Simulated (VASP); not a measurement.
# B (I4_1/amd) in VASP: a series of runs, part 2 of 2

VASP 6.6.1. The steps go on from the part before.

### Step 5. Relaxation of cell and atoms, PBE, target pressure 100 GPa, at which the enthalpy is minimised

The input, INCAR:

```
PREC     = Accurate       # precision mode
ENCUT    = 600            # plane-wave cutoff, eV
EDIFF    = 1E-6           # SCF threshold, eV
ISMEAR   = -1             # smearing method
SIGMA    = 0.08           # smearing width, eV
LREAL    = F              # projectors in reciprocal space
LASPH    = T              # aspherical terms in the spheres
NELM     = 80             # most SCF steps
ALGO     = Normal         # electronic algorithm
ISIF     = 3              # what is computed and relaxed
LWAVE    = F              # write WAVECAR
LCHARG   = F              # write CHGCAR
GGA      = PE             # functional
IBRION   = 2              # ionic algorithm
NSW      = 32             # ionic steps
EDIFFG   = -0.005         # ionic threshold
PSTRESS  = 1000.0
```

The input, KPOINTS:

```
Automatic mesh
0
Gamma
  23 23 23
```

The input, POSCAR:

```
B
1.0
   -1.8100926915      1.8100926915      0.7776405696
    1.8100926915     -1.8100926915      0.7776405696
    1.8100926915      1.8100926915     -0.7776405696
B
2
Direct
   -0.3750000000     -0.1250000000     -0.2500000000
    0.3750000000      0.1250000000      0.2500000000
```

Potentials or basis: VASP PAW PBE potentials, release 64 (B).

The run is started by

```
$ cat potpaw_PBE.64/B/POTCAR > POTCAR
$ mpirun -np 1 vasp_std > vasp.out
```

OUTCAR:

```text
PREC = Accurate
   ENCUT = 600
   EDIFF = 1E-6
   ISMEAR = -1
   LREAL = F
   LASPH = T
   NELM = 80
   ISIF = 3
   GGA = PE
   IBRION = 2
   NSW = 32
   EDIFFG = -0.005
   PSTRESS = 1000.0

 ion  position               nearest neighbor table
   1  0.625  0.875  0.750-   2 1.85   2 1.85   2 1.85   2 1.85   2 2.15   2 2.15   2 2.15   2 2.15

   2  0.375  0.125  0.250-   1 1.85   1 1.85   1 1.85   1 1.85   1 2.15   1 2.15   1 2.15   1 2.15

  LATTYP: Found a body centered tetragonal cell.
 ALAT       =     3.6201853830
 C/A-ratio  =     0.4296136730

  Lattice vectors:

 A1 = (  -1.8100926915,   1.8100926915,   0.7776405696)
 A2 = (   1.8100926915,  -1.8100926915,   0.7776405696)
 A3 = (   1.8100926915,   1.8100926915,  -0.7776405696)

Analysis of symmetry for initial positions (statically):
=====================================================================
 Subroutine PRICEL returns:
 Original cell was already a primitive cell.

 Routine SETGRP: Setting up the symmetry group for a
 body centered tetragonal supercell.

 Subroutine GETGRP returns: Found 16 space group operations
 (whereof  4 operations were pure point group operations)
[... 168 lines left out ...]

 val. band max:       11.4241163173   @ k =  -0.2609   0.3043   0.2174
 cond. band min:      11.4354861302   @ k =   0.4348   0.1304  -0.0000
 fundamental gap:      0.0113698129
 Fermi energy:        11.4336935957

 k-point     1 :       0.0000    0.0000    0.0000
  band No.  band energies     occupation
      1      -8.5752      2.00000
      2       6.0028      2.00000
      3       6.0028      2.00000
      4      13.9488      0.00000
      5      16.7920      0.00000
      6      23.0844      0.00000
      7      23.0844      0.00000
[... 221 lines left out ...]
 k-point    24 :      -0.4783    0.0435    0.0000
  band No.  band energies     occupation
      1       1.3328      2.00000
      2       6.7557      2.00000
      3      12.1610      0.00023
      4      12.6270      0.00000
      5      17.2295      0.00000
      6      21.4538      0.00000
      7      24.5509      0.00000

 [... further k-points ...]
[... 5 lines left out ...]
  --------------------------------------------------------------------------------------
  -------------------------------------------------------------------------------------
  Total        6.3677583      6.3677583      6.3613969      0.0000000      0.0000000      0.0000000
  in kB     1001.0519669   1001.0519669   1000.0519077      0.0000000      0.0000000      0.0000000
  external PRESSURE =       0.7186139 kB  Pullay stress =    1000.0000000 kB

 VOLUME and BASIS-vectors are now :
 -----------------------------------------------------------------------------
  energy-cutoff  :      600.00
  volume of cell :       10.19
      direct lattice vectors                 reciprocal lattice vectors
    -1.810092691  1.810092691  0.777640570     0.000000000  0.276228948  0.642970570
     1.810092691 -1.810092691  0.777640570     0.276228948  0.000000000  0.642970570
     1.810092691  1.810092691 -0.777640570     0.276228948  0.276228948  0.000000000

 POSITION                                       TOTAL-FORCE (eV/Angst)
 -----------------------------------------------------------------------------------
      1.81009      0.90505      0.58323        -0.000000      0.000000      0.000000
     -0.00000      0.90505      0.19441         0.000000     -0.000000     -0.000000
 -----------------------------------------------------------------------------------
    total drift:                                0.000000      0.000000      0.000000

  FREE ENERGIE OF THE ION-ELECTRON SYSTEM (eV)
  ---------------------------------------------------
  free  energy   TOTEN  =       -10.3630338950 eV

  energy  without entropy=      -10.3533879161  energy(sigma->0) =      -10.35821091

  enthalpy is  TOTEN    =        -4.0019672114 eV   P V=        6.3610666836

 reached required accuracy - stopping structural energy minimisation
```

OSZICAR:

```text
N       E                     dE             d eps       ncg     rms          rms(c)
DAV:   1     0.348182232981E+01    0.34818E+01   -0.36029E+03 13482   0.893E+02
DAV:   2    -0.105979418873E+02   -0.14080E+02   -0.13391E+02 18893   0.116E+02
DAV:   3    -0.106514394756E+02   -0.53498E-01   -0.53140E-01 15120   0.835E+00
DAV:   4    -0.106514661057E+02   -0.26630E-04   -0.26616E-04 20545   0.123E-01
DAV:   5    -0.106514661074E+02   -0.17381E-08   -0.15668E-08 15071   0.587E-04    0.439E+00
DAV:   6    -0.104454889186E+02    0.20598E+00   -0.97087E-02 15575   0.249E+00    0.259E+00
DAV:   7    -0.103630054776E+02    0.82483E-01   -0.13283E-01 16758   0.284E+00    0.332E-01
DAV:   8    -0.103630342105E+02   -0.28733E-04   -0.54387E-04 15274   0.323E-01    0.340E-02
DAV:   9    -0.103630338950E+02    0.31545E-06   -0.71823E-06 20174   0.248E-02
   1 F= -.40019672E+01 E0= -.39971442E+01  d E =-.400197E+01
```

CONTCAR:

```text
B
   1.00000000000000
    -1.8100926915000000    1.8100926915000000    0.7776405696000001
     1.8100926915000000   -1.8100926915000000    0.7776405696000001
     1.8100926915000000    1.8100926915000000   -0.7776405696000001
  B
     2
Direct
     0.6250000000000000    0.8750000000000000    0.7500000000000000
     0.3750000000000000    0.1250000000000000    0.2500000000000000

  0.00000000E+00  0.00000000E+00  0.00000000E+00
  0.00000000E+00  0.00000000E+00  0.00000000E+00
```

Wall time 45 s (1 thread of AMD EPYC 9R45 (Zen 5), shared host); peak memory 0.16 GiB.

Results:

* Free energy: -10.3630 eV
* Pressure after relaxing: 100.1 GPa
* Band gap on the k mesh: zero (band 3 reaches 14.99 eV, above the bottom of band 4 at 2.11 eV)

Final structure:
```cif
data_structure
_symmetry_space_group_name_H-M 'P 1'
_symmetry_Int_Tables_number 1
_cell_length_a 2.6754
_cell_length_b 2.6754
_cell_length_c 2.6754
_cell_angle_alpha 94.847
_cell_angle_beta 94.847
_cell_angle_gamma 146.204
_cell_volume 10.19
loop_
_atom_site_label
_atom_site_type_symbol
_atom_site_fract_x
_atom_site_fract_y
_atom_site_fract_z
_atom_site_occupancy
B1 B 0.62500 0.87500 0.75000 1
B2 B 0.37500 0.12500 0.25000 1
```

Caveat: the relaxation stopped at its first step, so nothing moved; the cell is relaxed towards a set pressure, so the enthalpy falls and the energy may rise.

### Step 6. Overview

```tsv
task	cell	cutoff (eV)	gap on the mesh (eV)	pressure (GPa)
single point	a = 2.675 Å, angles 94.8, 94.8, 146.2°, 2 atoms	520	none	100.2
single point	a = 2.677 Å, angles 94.8, 94.8, 146.3°, 2 atoms	520	none	100.3
relaxation of cell and atoms	relaxed to 100 GPa from a = 2.466 Å, angles 97.5, 97.5, 137.5°, 2 atoms	600	none	100.0
relaxation of cell and atoms	relaxed to 100 GPa from a = 2.675 Å, angles 94.8, 94.8, 146.2°, 2 atoms	600	none	100.1
```

Alike in all rows: level PBE; potentials or basis VASP PAW PBE potentials, release 64 (B); no spin polarisation; k mesh 23 × 23 × 23; smearing fermi-dirac 0.08 eV.

Caveats: the cell is relaxed towards a set pressure, so the enthalpy falls and the energy may rise (some runs); the relaxation stopped at its first step, so nothing moved (some runs).

Absolute energies hang on the potentials; compare differences alone.
